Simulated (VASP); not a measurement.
# Pd in VASP: relaxation of the atoms with LDA

Aim: the relaxation of the atoms of Pd with LDA.

All numbers are computed with VASP 6.6.1; they aren't measurements. Logs are shortened: lines on timing, memory, paths and dates and some standing lists are left out, and cuts for length are marked.

### 1 The cell of the first run

The cell holds a slab with vacuum, 5 atoms: a = 2.715 Å, b = 2.715 Å, c = 23.680 Å, α = 90.00°, β = 90.00°, γ = 90.00°.

### 2 Relaxation of the atoms, LDA

Contents of INCAR:

```
SYSTEM = Pd
PREC = Accurate
ENCUT = 450
EDIFF = 1E-7
ISMEAR = -1
SIGMA = 0.05
LREAL = .FALSE.
LASPH = .TRUE.
NELM = 120
ALGO = Normal
ISIF = 2
LWAVE = .FALSE.
LCHARG = .FALSE.
LDIPOL = .TRUE.
IDIPOL = 3
DIPOL = 0.5 0.5 0.500
IBRION = 2
NSW = 60
EDIFFG = -0.01
GGA_COMPAT = .FALSE.
NELMIN = 4
NELMDL = -8
```

Contents of KPOINTS:

```
regular mesh
0
G
  13 13 1
  0 0 0
```

Contents of POSCAR:

```
Pd
1.0
    2.7154616614      0.0000000000      0.0000000000
    0.0000000000      2.7154616614      0.0000000000
    0.0000000000      0.0000000000     23.6805000000
Pd
5
Direct
    0.0000000000      0.0000000000      0.3378310126
    0.5000000000      0.5000000000      0.4189155061
    0.0000000000      0.0000000000      0.5000000000
    0.5000000000      0.5000000000      0.5810844939
    0.0000000000      0.0000000000      0.6621689874
```

Potentials or basis: VASP PAW LDA potentials, release 64 (Pd).

Launch:

```
> cat potpaw_LDA.64/Pd/POTCAR > POTCAR
> mpirun -np 1 vasp_std > vasp.out
```

OUTCAR:

```text
SYSTEM = Pd
   PREC = Accurate
   ENCUT = 450
   EDIFF = 1E-7
   ISMEAR = -1
   LREAL = .FALSE.
   LASPH = .TRUE.
   NELM = 120
   ISIF = 2
   IBRION = 2
   NSW = 60
   EDIFFG = -0.01
   NELMIN = 4
   NELMDL = -8

 ion  position               nearest neighbor table
   1  0.000  0.000  0.338-   2 2.72   2 2.72   2 2.72   2 2.72
   2  0.500  0.500  0.419-   1 2.72   1 2.72   1 2.72   1 2.72   3 2.72   3 2.72   3 2.72   3 2.72

   3  0.000  0.000  0.500-   2 2.72   4 2.72   2 2.72   4 2.72   2 2.72   4 2.72   2 2.72   4 2.72

   4  0.500  0.500  0.581-   5 2.72   5 2.72   5 2.72   5 2.72   3 2.72   3 2.72   3 2.72   3 2.72

   5  0.000  0.000  0.662-   4 2.72   4 2.72   4 2.72   4 2.72

  LATTYP: Found a simple tetragonal cell.
 ALAT       =     2.7154616614
 C/A-ratio  =     8.7206165849

  Lattice vectors:

 A1 = (   2.7154616614,   0.0000000000,   0.0000000000)
 A2 = (   0.0000000000,   2.7154616614,   0.0000000000)
 A3 = (   0.0000000000,   0.0000000000,  23.6805000000)

Analysis of symmetry for initial positions (statically):
=====================================================================
 Subroutine PRICEL returns:
 Original cell was already a primitive cell.

 Routine SETGRP: Setting up the symmetry group for a
 simple tetragonal supercell.

 Subroutine GETGRP returns: Found 16 space group operations
 (whereof 16 operations were pure point group operations)
 out of a pool of 16 trial point group operations.

The static configuration has the point symmetry D_4h.

Analysis of symmetry for dynamics (positions and initial velocities):
=====================================================================
 Subroutine PRICEL returns:
 Original cell was already a primitive cell.

 Routine SETGRP: Setting up the symmetry group for a
 simple tetragonal supercell.

 Subroutine GETGRP returns: Found 16 space group operations
 (whereof 16 operations were pure point group operations)
 out of a pool of 16 trial point group operations.

The dynamic configuration has the point symmetry D_4h.

 Subroutine INISYM returns: Found 16 space group operations
 (whereof 16 operations are pure point group operations),
[... 131 lines left out ...]
   LEPSILON=     F    determine dielectric tensor
   LRPA    =     F    only Hartree local field effects (RPA)
 conjugate gradient relaxation of ions
 non-spin polarized calculation
  energy-cutoff  :      450.00
  volume of cell :      174.61
 maximum number of plane-waves:      3853
 NGX is ok and might be reduce to    20
   NGX =  9   NGY =  9   NGZ = 81

--------------------------------------- Ionic step        1  -------------------------------------------

 number of electron      50.0000008 magnetization

 Free energy of the ion-electron system (eV)
  ---------------------------------------------------
  ext. energy  EPLUGINS =         0.00000000
  ---------------------------------------------------
  free energy    TOTEN  =       -30.56409407 eV

  energy without entropy =      -30.47950173  energy(sigma->0) =      -30.52179790

------------------------ aborting loop because EDIFF is reached ----------------------------------------

  FORCE on cell =-STRESS in cart. coord.  units (eV):
  Direction    XX          YY          ZZ          XY          YZ          ZX
  --------------------------------------------------------------------------------------
  -------------------------------------------------------------------------------------
  Total       -3.1439890     -3.1439890     -0.9579907      0.0000000      0.0000000     -0.0000000
  in kB      -28.8478450    -28.8478450     -8.7900971      0.0000000      0.0000000     -0.0000000
  external PRESSURE =     -22.1619290 kB  Pullay stress =       0.0000000 kB
[... 182 lines left out ...]
--------------------------------------- Ionic step        6  -------------------------------------------

 number of electron      49.9999996 magnetization

 dipolmoment           0.000000      0.000000      0.000000 electrons x Angstroem

------------------------ aborting loop because EDIFF is reached ----------------------------------------

  FORCE on cell =-STRESS in cart. coord.  units (eV):
  Direction    XX          YY          ZZ          XY          YZ          ZX
  --------------------------------------------------------------------------------------
  -------------------------------------------------------------------------------------
  Total       -2.2267233     -2.2267233      0.2361839      0.0000000      0.0000000      0.0000000
  in kB      -20.4314233    -20.4314233      2.1671181      0.0000000      0.0000000      0.0000000
  external PRESSURE =     -12.8985761 kB  Pullay stress =       0.0000000 kB
[... 26 lines left out ...]
--------------------------------------- Ionic step        7  -------------------------------------------

 number of electron      49.9999995 magnetization

 dipolmoment           0.000000      0.000000     -0.000000 electrons x Angstroem

 Free energy of the ion-electron system (eV)
  ---------------------------------------------------
  ext. energy  EPLUGINS =         0.00000000
  ---------------------------------------------------
  free energy    TOTEN  =       -30.57089644 eV

  energy without entropy =      -30.48824344  energy(sigma->0) =      -30.52956994

 E-fermi :   0.9194     XC(G=0):  -6.4022

 val. band max:        0.9128765495   @ k =   0.3846   0.3846   0.0000
 cond. band min:       0.9238788745   @ k =   0.3846   0.2308   0.0000
 fundamental gap:      0.0110023250
 Fermi energy:         0.9193785427

 k-point     1 :       0.0000    0.0000    0.0000
  band No.  band energies     occupation
      1      -6.2553      2.00000
      2      -5.1242      2.00000
      3      -4.7172      2.00000
      4      -4.4492      2.00000
      5      -4.0293      2.00000
      6      -3.9364      2.00000
[... 781 lines left out ...]
     29       6.8069      0.00000
     30       7.3522      0.00000

 [... further k-points ...]

------------------------ aborting loop because EDIFF is reached ----------------------------------------

 vacuum level on the upper side and lower side of the slab       (xc-potential included)        -0.091        -0.091

  FORCE on cell =-STRESS in cart. coord.  units (eV):
  Direction    XX          YY          ZZ          XY          YZ          ZX
  --------------------------------------------------------------------------------------
  -------------------------------------------------------------------------------------
  Total       -2.4262351     -2.4262351     -0.0110347      0.0000000      0.0000000      0.0000000
  in kB      -22.2620548    -22.2620548     -0.1012491      0.0000000      0.0000000      0.0000000
  external PRESSURE =     -14.8751196 kB  Pullay stress =       0.0000000 kB
[... 20 lines left out ...]
  FREE ENERGIE OF THE ION-ELECTRON SYSTEM (eV)
  ---------------------------------------------------
  free  energy   TOTEN  =       -30.5708964435 eV

  energy  without entropy=      -30.4882434378  energy(sigma->0) =      -30.52956994

 reached required accuracy - stopping structural energy minimisation

 vacuum level on the upper side and lower side of the slab         6.320         6.320
```

Run time: 10 min. Hardware: 1 thread of Intel Xeon 6975P-C (Granite Rapids), shared host; peak memory 0.24 GiB.

What came out:

- Free energy: -30.5709 eV
- Energy gained by relaxing: 1.4 meV/atom
- Ionic steps: 7
- Largest force after relaxing: 0.006 eV/Å
- Band gap on the k mesh: zero (bands 25 and 26 overlap by 1.02 eV)

Forces in eV/Å, atoms in the order of the input:
```
Pd   0.000  0.000 -0.003
Pd   0.000  0.000  0.006
Pd   0.000  0.000  0.000
Pd   0.000  0.000 -0.006
Pd   0.000  0.000  0.003
```

Step by step:
| step | energy change (eV) | largest force (eV/Å) | pressure (GPa) |
| --- | --- | --- | --- |
| 1 | 0.0000 | 0.1967 | -2.22 |
| 2 | -0.0040 | 0.1020 | -2.05 |
| 3 | -0.0047 | 0.0618 | -1.94 |
| 4 | -0.0052 | 0.0533 | -1.88 |
| 5 | -0.0064 | 0.0300 | -1.69 |
| 6 | -0.0064 | 0.0234 | -1.29 |
| 7 | -0.0068 | 0.0059 | -1.49 |

Final structure:
```
Pd
1.0
     2.71546    0.00000    0.00000
     0.00000    2.71546    0.00000
     0.00000    0.00000   23.68050
Pd
5
Direct
  0.00000 0.00000 0.33949
  0.50000 0.50000 0.41917
  0.00000 0.00000 0.50000
  0.50000 0.50000 0.58083
  0.00000 0.00000 0.66051
```

Levels at points of the mesh, in eV from the Fermi level:
| k point | band 21 | band 22 | band 23 | band 24 | band 25 | band 26 | band 27 | band 28 | band 29 | band 30 |
| --- | --- | --- | --- | --- | --- | --- | --- | --- | --- | --- |
| (0.00, 0.00, 0.00) | -0.90 | -0.50 | -0.43 | -0.35 | -0.35 | -0.08 | 0.02 | 0.18 | 0.18 | 1.49 |
